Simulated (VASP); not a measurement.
Al:

```xyz
1
Lattice="-1.6224 1.6224 1.6224 1.6224 -1.6224 1.6224 1.6224 1.6224 -1.6224" Properties=species:S:1:pos:R:3 pbc="T T T"
Al    0.0000    0.0000    0.0000
```

This cell differs from its parent crystal: volume scaled by 1.06.

Base run:

- Program: VASP 6.6.1
- Functional: PBE
- Potentials or basis: VASP PAW PBE potentials, release 64 (Al)
- Cutoff: 520 eV
- k mesh: 12 × 12 × 12
- Occupations: fermi-dirac, width 0.05 eV
- Spin: no spin polarisation

Its results: pressure -0.6 GPa.

Task: After a change of settings the same cell gave: pressure -3.4 GPa. Which change was it?
A. functional from PBE to LDA; potentials or basis from VASP PAW PBE potentials, release 64 (Al) to VASP PAW LDA potentials, release 64 (Al)
B. functional from PBE to PBEsol
C. functional from PBE to PBE0; k mesh from 12 × 12 × 12 to 6 × 6 × 6

Result: A.
